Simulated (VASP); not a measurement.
**TiAl: single point with LDA**

Crystal: TiAl.

```
Ti Al
1.0
     2.73812    0.00000    0.00000
     0.00000    2.73812    0.00000
     0.00000    0.00000    3.82297
Ti Al
1 1
Direct
  0.00000 0.00000 0.00000
  0.50000 0.50000 0.50000
```

```
Program             : VASP 6.6.1
Task                : single point
Functional          : LDA
Potentials or basis : VASP PAW LDA potentials, release 64 (Ti_sv, Al)
Cutoff              : 520 eV
k mesh              : 16 × 16 × 16
Occupations         : gaussian, width 0.15 eV
Spin                : no spin polarisation
```

| Quantity | Value |
| --- | --- |
| Pressure | 9.5 GPa |
| Band gap on the k mesh | zero (an odd number of electrons rules out a gap without spin polarisation) |

Stress tensor (GPa, compression positive):
```
 8.77  0.00  0.00
 0.00  8.77  0.00
 0.00  0.00 11.06
```

Levels at points of the mesh, in eV from the Fermi level:
```csv
k point,band 6,band 7,band 8,band 9,band 10,band 11
"(0.00, 0.00, 0.00)",-2.06,-1.04,0.23,2.38,2.38,3.63
"(0.50, 0.00, 0.00)",-4.65,-1.83,-0.32,1.79,2.81,5.05
"(0.50, 0.50, 0.00)",-0.67,-0.46,-0.46,-0.31,-0.31,4.79
"(0.00, 0.00, 0.50)",-5.43,-0.80,0.90,1.89,1.89,3.65
"(0.50, 0.00, 0.50)",-2.99,-1.25,-1.01,1.69,1.85,2.46
"(0.50, 0.50, 0.50)",-2.66,-2.66,2.31,2.49,2.85,4.66
```

Run time: 110 s on 1 thread of AMD EPYC 9R45 96-Core Processor (Zen 5), with other jobs on the host, peak memory 0.23 GiB.

Caveat: the cell stands under pressure.
